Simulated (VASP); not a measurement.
# CdSe (F-43m) in VASP: notebook

CdSe is run at these levels: PBE; tasks: single point, relaxation of cell and atoms.

All numbers are computed with VASP 6.6.1; they aren't measurements. Logs are shortened: lines on timing, memory, paths and dates and some standing lists are left out, and cuts for length are marked.

## Step 1: The cell of the first run

Symmetry: F-43m, No. 216, cubic system. Conventional cell: a = 6.197 Å, b = 6.197 Å, c = 6.197 Å, α = 90.00°, β = 90.00°, γ = 90.00°. Cd (site symmetry -43m) has 4 Se at 2.68 Å within 3.5 Å. Within 3.5 Å of Se (site symmetry -43m) lie 4 Cd at 2.68 Å.

## Step 2: Single point, PBE

File INCAR:

```
PREC = Accurate ; ENCUT = 520
EDIFF = 1E-6 ; ISMEAR = 0
SIGMA = 0.01 ; LREAL = F
LASPH = T ; NELM = 60
ALGO = Normal ; ISIF = 2
LWAVE = F ; LCHARG = F
GGA = PE ; NBANDS = 16
```

File KPOINTS:

```
regular mesh
0
Gamma
  6 6 6
```

File POSCAR:

```
CdSe
1.0
    0.0000000000      3.0984425283      3.0984425283
    3.0984425283      0.0000000000      3.0984425283
    3.0984425283      3.0984425283      0.0000000000
Cd Se
1 1
Direct
    0.0000000000      0.0000000000      0.0000000000
    0.7500000000      0.7500000000      0.7500000000
```

Potentials or basis: VASP PAW PBE potentials, release 64 (Cd, Se).

Started as:

```console
> cat potpaw_PBE.64/Cd/POTCAR potpaw_PBE.64/Se/POTCAR > POTCAR
> mpirun -np 1 vasp_std > vasp.out
```

OUTCAR:

```text
PREC = Accurate
   ENCUT = 520
   EDIFF = 1E-6
   ISMEAR = 0
   LREAL = F
   LASPH = T
   NELM = 60
   ISIF = 2
   GGA = PE

 ion  position               nearest neighbor table
   1  0.000  0.000  0.000-   2 2.68   2 2.68   2 2.68   2 2.68
   2  0.750  0.750  0.750-   1 2.68   1 2.68   1 2.68   1 2.68

  LATTYP: Found a face centered cubic cell.
 ALAT       =     6.1968850566

  Lattice vectors:

 A1 = (   0.0000000000,   3.0984425283,   3.0984425283)
 A2 = (   3.0984425283,   0.0000000000,   3.0984425283)
 A3 = (   3.0984425283,   3.0984425283,   0.0000000000)

Analysis of symmetry for initial positions (statically):
=====================================================================
 Subroutine PRICEL returns:
 Original cell was already a primitive cell.

 Routine SETGRP: Setting up the symmetry group for a
 face centered cubic supercell.

 Subroutine GETGRP returns: Found 24 space group operations
 (whereof 24 operations were pure point group operations)
 out of a pool of 48 trial point group operations.

The static configuration has the point symmetry T_d .

Analysis of symmetry for dynamics (positions and initial velocities):
=====================================================================
 Subroutine PRICEL returns:
 Original cell was already a primitive cell.

 Routine SETGRP: Setting up the symmetry group for a
 face centered cubic supercell.

 Subroutine GETGRP returns: Found 24 space group operations
 (whereof 24 operations were pure point group operations)
 out of a pool of 48 trial point group operations.

The dynamic configuration has the point symmetry T_d .

 Subroutine INISYM returns: Found 24 space group operations
 (whereof 24 operations are pure point group operations),
 and found     1 'primitive' translations

----------------------------------------------------------------------------------------

                                     Primitive cell

  volume of cell :      59.4922

  direct lattice vectors                    reciprocal lattice vectors
     0.000000000  3.098442528  3.098442528    -0.161371397  0.161371397  0.161371397
     3.098442528  0.000000000  3.098442528     0.161371397 -0.161371397  0.161371397
     3.098442528  3.098442528  0.000000000     0.161371397  0.161371397 -0.161371397

  length of vectors
     4.381859446  4.381859446  4.381859446     0.279503459  0.279503459  0.279503459

  position of ions in fractional coordinates (direct lattice)
     0.000000000  0.000000000  0.000000000
     0.750000000  0.750000000  0.750000000

  ion indices of the primitive-cell ions
   primitive index   ion index
                 1           1
                 2           2

----------------------------------------------------------------------------------------

 KPOINTS: regular mesh

Automatic generation of k-mesh.
 Grid dimensions read from file:
 generate k-points for:    6    6    6

 Generating k-lattice:

  Cartesian coordinates                     Fractional coordinates (reciprocal lattice)
    -0.026895233  0.026895233  0.026895233     0.166666667  0.000000000  0.000000000
     0.026895233 -0.026895233  0.026895233     0.000000000  0.166666667  0.000000000
     0.026895233  0.026895233 -0.026895233     0.000000000  0.000000000  0.166666667

  Length of vectors
     0.046583910  0.046583910  0.046583910

  Shift w.r.t. Gamma in fractional coordinates (k-lattice)
     0.000000000  0.000000000  0.000000000

 Subroutine IBZKPT returns following result:
 ===========================================

 Found     16 irreducible k-points:

 Following reciprocal coordinates:
            Coordinates               Weight
  0.000000  0.000000  0.000000      1.000000
  0.166667  0.000000  0.000000      8.000000
  0.333333  0.000000  0.000000      8.000000
  0.500000  0.000000  0.000000      4.000000
  0.166667  0.166667  0.000000      6.000000
  0.333333  0.166667  0.000000     24.000000
[... 8 lines left out ...]
 -0.333333  0.333333  0.166667     24.000000
 -0.333333  0.500000  0.166667     12.000000
   k-points           NKPTS =     16   k-points in BZ     NKDIM =     16   number of bands    NBANDS=     16
   number of dos      NEDOS =    301   number of ions     NIONS =      2
   total plane-waves  NPLWV =  46656
   dimension x,y,z NGX =    36 NGY =   36 NGZ =   36
   dimension x,y,z NGXF=    72 NGYF=   72 NGZF=   72
   ions per type =               1   1
   NGX,Y,Z   is equivalent  to a cutoff of  13.66, 13.66, 13.66 a.u.
   NGXF,Y,Z  is equivalent  to a cutoff of  27.32, 27.32, 27.32 a.u.
 SYSTEM =  unknown system
   PREC   = accura    normal or accurate (medium, high low for compatibility)
   ISTART =      0    job   : 0-new  1-cont  2-samecut
   ICHARG =      2    charge: 1-file 2-atom 10-const
   ISPIN  =      1    spin polarized calculation?
   LNONCOLLINEAR =      F non collinear calculations
   LSORBIT =      F    spin-orbit coupling
   LASPH  =      T    aspherical Exc in radial PAW
   ENCUT  =  520.0 eV  38.22 Ry    6.18 a.u.   8.15  8.15  8.15*2*pi/ulx,y,z
   NELM   =     60;   NELMIN=  2; NELMDL= -5     # of ELM steps
   EDIFF  = 0.1E-05   stopping-criterion for ELM
   LREAL  =      F    real-space projection
   EDIFFG = 0.1E-04   stopping-criterion for IOM
   NSW    =      0    number of steps for IOM
   IBRION =     -1    ionic relax: 0-MD 1-quasi-New 2-CG
   NFREE  =      0    steps in history (QN), initial steepest desc. (CG)
   ISIF   =      2    stress and relaxation
   ISYM   =      2    0-nonsym 1-usesym 2-fastsym
   POTIM  = 0.5000    time-step for ionic-motion
   TEBEG  =    0.0;   TEEND  =   0.0 temperature during run
   PSTRESS=    0.0 pullay stress
   NELECT =      18.0000    total number of electrons
   NUPDOWN=      -1.0000    fix difference up-down
   EMIN   =  10.00;   EMAX   =-10.00  energy-range for DOS
   EFERMI =   0.00;   METHOD = LEGACY
   ISMEAR =     0;   SIGMA  =   0.01  broadening in eV -4-tet -1-fermi 0-gaus
   EFERMI_NEDOS =   21; number of points for ismear=-14 and -15
   IALGO  =     38    algorithm
   IMIX   =      4    mixing-type and parameters
     AMIX     =   0.40;   BMIX     =  1.00
     AMIX_MAG =   1.60;   BMIX_MAG =  1.00
  volume/ion in A,a.u.               =      29.75       200.74
  Fermi-wavevector in a.u.,A,eV,Ry     =   1.099037  2.076878 16.434230  1.207882
  Thomas-Fermi vector in A             =   2.235424
   LORBIT       =      0    0 simple, 1 ext, 2 COOP (PROOUT), +10 PAW based schemes
   GGA     = PE    functional components
   LHFCALC =     F    Hartree Fock is set to
   AEXX    =    0.0000 exact exchange contribution
   IVDW    =     0    specifies the selected vdW correction
   LEPSILON=     F    determine dielectric tensor
   LRPA    =     F    only Hartree local field effects (RPA)
 non-spin polarized calculation
 Gauss-broadening in eV      SIGMA  =   0.01
  energy-cutoff  :      520.00
  volume of cell :       59.49
 maximum number of plane-waves:      1639
 NGX is ok and might be reduce to    36
   NGX = 17   NGY = 17   NGZ = 17

 number of electron      18.0000000 magnetization

 Free energy of the ion-electron system (eV)
  ---------------------------------------------------
  ext. energy  EPLUGINS =         0.00000000
  ---------------------------------------------------
  free energy    TOTEN  =        -5.49550027 eV

  energy without entropy =       -5.49550027  energy(sigma->0) =       -5.49550027

 E-fermi :   0.5575     XC(G=0):  -8.6322

 val. band max:        0.5162886021   @ k =   0.0000   0.0000   0.0000
 cond. band min:       1.0067529829   @ k =   0.0000   0.0000   0.0000
 fundamental gap:      0.4904643808
 Fermi energy:         0.5575375751

 k-point     1 :       0.0000    0.0000    0.0000
  band No.  band energies     occupation
      1     -11.7783      2.00000
      2      -7.2492      2.00000
      3      -7.2492      2.00000
      4      -7.2492      2.00000
      5      -6.9323      2.00000
      6      -6.9323      2.00000
[... 8 lines left out ...]
     15      11.4847      0.00000
     16      11.4847      0.00000

 k-point     2 :       0.1667    0.0000    0.0000
  band No.  band energies     occupation
      1     -11.6979      2.00000
      2      -7.2246      2.00000
      3      -7.2246      2.00000
      4      -7.1675      2.00000
      5      -6.9328      2.00000
      6      -6.9328      2.00000
[... 8 lines left out ...]
     15      10.5707      0.00000
     16      10.8944      0.00000

 k-point     3 :       0.3333    0.0000    0.0000
  band No.  band energies     occupation
      1     -11.5351      2.00000
      2      -7.1837      2.00000
      3      -7.1837      2.00000
      4      -6.9236      2.00000
      5      -6.9236      2.00000
      6      -6.9037      2.00000
[... 8 lines left out ...]
     15      10.9654      0.00000
     16      10.9654      0.00000

 k-point     4 :       0.5000    0.0000    0.0000
  band No.  band energies     occupation
      1     -11.4530      2.00000
      2      -7.1689      2.00000
      3      -7.1689      2.00000
      4      -6.9122      2.00000
      5      -6.9122      2.00000
      6      -6.6773      2.00000
[... 8 lines left out ...]
     15      12.4695      0.00000
     16      12.4695      0.00000
[... 172 lines left out ...]
 k-point    14 :       0.5000    0.3333    0.1667
  band No.  band energies     occupation
      1     -11.4298      2.00000
      2      -7.1246      2.00000
      3      -7.1162      2.00000
      4      -6.9860      2.00000
      5      -6.9095      2.00000
      6      -6.7177      2.00000
[... 8 lines left out ...]
     15      12.3997      0.00000
     16      13.3617      0.00000

 k-point    15 :      -0.3333    0.3333    0.1667
  band No.  band energies     occupation
      1     -11.3768      2.00000
      2      -7.1179      2.00000
      3      -7.0948      2.00000
      4      -6.9579      2.00000
      5      -6.9219      2.00000
      6      -6.5628      2.00000
[... 8 lines left out ...]
     15      12.2155      0.00000
     16      13.2715      0.00000

 k-point    16 :      -0.3333    0.5000    0.1667
  band No.  band energies     occupation
      1     -11.3510      2.00000
      2      -7.0853      2.00000
      3      -7.0746      2.00000
      4      -6.9845      2.00000
      5      -6.9081      2.00000
      6      -6.5412      2.00000
[... 8 lines left out ...]
     15      13.1301      0.00000
     16      13.2387      0.00000

------------------------ aborting loop because EDIFF is reached ----------------------------------------

  FORCE on cell =-STRESS in cart. coord.  units (eV):
  Direction    XX          YY          ZZ          XY          YZ          ZX
  --------------------------------------------------------------------------------------
  -------------------------------------------------------------------------------------
  Total        0.0883474      0.0883474      0.0883474     -0.0000000      0.0000000     -0.0000000
  in kB        2.3792725      2.3792725      2.3792725     -0.0000000      0.0000000     -0.0000000
  external PRESSURE =       2.3792725 kB  Pullay stress =       0.0000000 kB

 VOLUME and BASIS-vectors are now :
 -----------------------------------------------------------------------------
  energy-cutoff  :      520.00
  volume of cell :       59.49
      direct lattice vectors                 reciprocal lattice vectors
     0.000000000  3.098442528  3.098442528    -0.161371397  0.161371397  0.161371397
     3.098442528  0.000000000  3.098442528     0.161371397 -0.161371397  0.161371397
     3.098442528  3.098442528  0.000000000     0.161371397  0.161371397 -0.161371397

 POSITION                                       TOTAL-FORCE (eV/Angst)
 -----------------------------------------------------------------------------------
      0.00000      0.00000      0.00000        -0.000000     -0.000000     -0.000000
      4.64766      4.64766      4.64766         0.000000      0.000000      0.000000
 -----------------------------------------------------------------------------------
    total drift:                                0.000000      0.000000      0.000000

  FREE ENERGIE OF THE ION-ELECTRON SYSTEM (eV)
  ---------------------------------------------------
  free  energy   TOTEN  =        -5.4955002727 eV

  energy  without entropy=       -5.4955002727  energy(sigma->0) =       -5.49550027
```

Run time: 20 s. Hardware: 1 thread of AMD EPYC 9R45 (Zen 5), shared host; peak memory 0.17 GiB.

Results:

```
Free energy            : -5.4955 eV
Pressure               : 0.2 GPa
Band gap on the k mesh : 0.49 eV, direct
```

Levels at points of the mesh, in eV from the valence-band top:
| k point | band 5 | band 6 | band 7 | band 8 | band 9 | band 10 | band 11 | band 12 | band 13 | band 14 |
| --- | --- | --- | --- | --- | --- | --- | --- | --- | --- | --- |
| (0.00, 0.00, 0.00) | -7.45 | -7.45 | 0.00 | 0.00 | 0.00 | 0.49 | 5.93 | 5.93 | 5.93 | 9.56 |
| (0.50, 0.00, 0.00) | -7.43 | -7.19 | -4.07 | -0.67 | -0.67 | 2.32 | 6.42 | 6.42 | 7.25 | 9.89 |
| (0.50, 0.50, 0.00) | -7.40 | -7.14 | -3.83 | -1.67 | -1.67 | 3.24 | 3.69 | 8.86 | 9.88 | 9.88 |

## Step 3: Relaxation of cell and atoms, PBE

This run uses another cell than the first one, of 28.94 Å³/atom, 0.973 times its volume.

File INCAR:

```
PREC     = Accurate       # precision mode
ENCUT    = 600            # plane-wave cutoff, eV
EDIFF    = 1E-6           # SCF threshold, eV
ISMEAR   = 0              # smearing method
SIGMA    = 0.01           # smearing width, eV
LREAL    = False          # projectors in reciprocal space
LASPH    = True           # aspherical terms in the spheres
NELM     = 60             # most SCF steps
ALGO     = Normal         # electronic algorithm
ISIF     = 3              # what is computed and relaxed
LWAVE    = False          # write WAVECAR
LCHARG   = False          # write CHGCAR
GGA      = PE             # functional
IBRION   = 2              # ionic algorithm
NSW      = 80             # ionic steps
EDIFFG   = -0.01          # ionic threshold
```

KPOINTS is that of step 2.

File POSCAR:

```
CdSe
1.0
    0.0000000000      3.0702700000      3.0702700000
    3.0702700000      0.0000000000      3.0702700000
    3.0702700000      3.0702700000      0.0000000000
Cd Se
1 1
Direct
    0.0000000000      0.0000000000      0.0000000000
    0.7500000000      0.7500000000      0.7500000000
```

Potentials or basis: VASP PAW PBE potentials, release 64 (Cd, Se).

Started as:

```console
> cat potpaw_PBE.64/Cd/POTCAR potpaw_PBE.64/Se/POTCAR > POTCAR
> mpirun -np 1 vasp_std > vasp.out
```

Run time: 34 s. Hardware: 1 thread of AMD EPYC 9R45 (Zen 5), shared host; peak memory 0.18 GiB.

It converged, with:

- Free energy: -5.4949 eV
- Relaxed volume: 29.88 Å³/atom
- Relaxed cell: a = 4.388 Å, b = 4.388 Å, c = 4.388 Å, α = 60.00°, β = 60.00°, γ = 60.00°
- Space group after relaxing (to 0.05 Å): F-43m (No. 216)
- Energy gained by relaxing: 4.3 meV/atom
- Ionic steps: 3
- Pressure after relaxing: 0.0 GPa
- Band gap on the k mesh: 0.48 eV, direct

Step by step:
```csv
step,energy change (eV),largest force (eV/Å),pressure (GPa),volume (Å³)
1,0.0000,0.0000,1.54,57.88
2,-0.0081,0.0000,-0.36,60.24
3,-0.0087,0.0000,0.01,59.75
```

Final structure:
```
Cd Se
1.0
     0.00000    3.10291    3.10291
     3.10291    0.00000    3.10291
     3.10291    3.10291    0.00000
Cd Se
1 1
Cartesian
  0.0000 0.0000 0.0000
  4.6544 4.6544 4.6544
```

Levels at points of the mesh, in eV from the valence-band top:
| k point | band 5 | band 6 | band 7 | band 8 | band 9 | band 10 | band 11 | band 12 | band 13 |
| --- | --- | --- | --- | --- | --- | --- | --- | --- | --- |
| (0.00, 0.00, 0.00) | -7.44 | -7.44 | 0.00 | 0.00 | 0.00 | 0.48 | 5.92 | 5.92 | 5.92 |
| (0.50, 0.00, 0.00) | -7.42 | -7.19 | -4.05 | -0.67 | -0.67 | 2.31 | 6.42 | 6.42 | 7.24 |
| (0.50, 0.50, 0.00) | -7.39 | -7.13 | -3.82 | -1.66 | -1.66 | 3.24 | 3.68 | 8.84 | 9.86 |

Expect the measured gap to be larger: semilocal functionals such as PBE lack the derivative discontinuity.
